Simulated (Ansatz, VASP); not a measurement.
# In3As in VASP and in Ansatz

Contents of INCAR:

```
  ALGO = Normal
  EDIFF = 1E-6
  EDIFFG = -0.01
  ENCUT = 600
  GGA = PS
  IBRION = 2
  ISIF = 3
  ISMEAR = -1
  LASPH = T
  LCHARG = F
  LREAL = F
  LWAVE = F
  NELM = 100
  NSW = 80
  PREC = Accurate
  SIGMA = 0.05
```

Contents of KPOINTS:

```
k-points
0
Gamma
  6 6 6
```

File POSCAR:

```
In3As
1.0
    4.6716810000      0.0000000000      0.0000000000
    0.0000000000      4.6716810000      0.0000000000
    0.0000000000      0.0000000000      4.6716810000
In As
3 1
Direct
    0.5000000000      0.5000000000      0.0000000000
    0.5000000000      0.0000000000      0.5000000000
    0.0000000000      0.5000000000      0.5000000000
    0.0000000000      0.0000000000      0.0000000000
```

Contents of input.yaml:

```yaml
crystal:
  lattice:
    - [4.671681, 0.0, 0.0]
    - [0.0, 4.671681, 0.0]
    - [0.0, 0.0, 4.671681]
  atoms:
    - { symbol: In, position: [0.5, 0.5, 0.0] }
    - { symbol: In, position: [0.5, 0.0, 0.5] }
    - { symbol: In, position: [0.0, 0.5, 0.5] }
    - { symbol: As, position: [0.0, 0.0, 0.0] }
kpoints:
  mp_grid: { grid: [6, 6, 6] }
scf:
  occupations: { method: fermi_dirac, width: 0.05 }
hamiltonian:
  xc: pbesol
  pseudopotentials: { kind: all_electron, lapw: { basis_error: 0.002 } }
output:
  forces: true
  stress: true
relax:
  f_tol: 0.01
  max_steps: 60
  cell: {}
```

Alike in both runs: task relaxation of cell and atoms; functional PBEsol; k mesh 6 × 6 × 6; occupations fermi-dirac, width 0.05 eV; no spin polarisation.

|  | VASP | Ansatz |
| --- | --- | --- |
| version | VASP 6.6.1 | Ansatz 0.2.0 |
| potentials or method | VASP PAW PBE potentials, release 64 (In_d, As), cutoff 600 eV | all-electron LAPW, scalar-relativistic |

|  | VASP | Ansatz | Ansatz less VASP |
| --- | --- | --- | --- |
| relaxed volume (Å³/atom) | 24.17 | 24.15 | -0.019 |
| relaxed length of the cell vector where the two differ most in proportion (Å) | 4.590 | 4.588 | -0.0012 |

VASP's potentials were made for PBE, not for PBEsol. Ansatz ran all-electron here, and VASP with PAW potentials.
